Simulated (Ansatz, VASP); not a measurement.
**Two plane-wave programs on RbOs2**

```
Rb Os
1.0
    -2.16707    2.16707    3.98072
     2.16707   -2.16707    3.98072
     2.16707    2.16707   -3.98072
Rb Os
1 2
Direct
  0.00000 0.00000 0.00000
  0.63793 0.63793 0.00000
  0.36207 0.36207 0.00000
```

Alike in both runs: functional PBE; k mesh 16 × 16 × 16; occupations gaussian, width 0.1 eV; no spin polarisation.

Ansatz relaxed the structure, and its values are those at the end. VASP's run is a single point on that final structure, the one shown.

```csv
,VASP,Ansatz
version,VASP 6.6.1,Ansatz 0.2.0
potentials or method,"VASP PAW PBE potentials, release 64 (Rb_sv, Os), cutoff 520 eV","scalar-relativistic, plane waves, PAW"
valence electrons in the cell,25,41
```

VASP gave:

| Property | Result |
| --- | --- |
| gap on the k mesh at the Fermi level (eV) | none |
| pressure (GPa) | -0.3 |
| rms of the force components (eV/Å) | 0.103 |

Which values does Ansatz return?

gap on the k mesh at the Fermi level (eV): none; pressure (GPa): 0.0; rms of the force components (eV/Å): 0.000.

A gap of «none» marks a metal or a gap that the smearing closes. VASP's potentials hold 25 valence electrons a cell and Ansatz's 41, so a difference there can come from the potentials and not from the codes.

Spin-orbit coupling is off throughout.
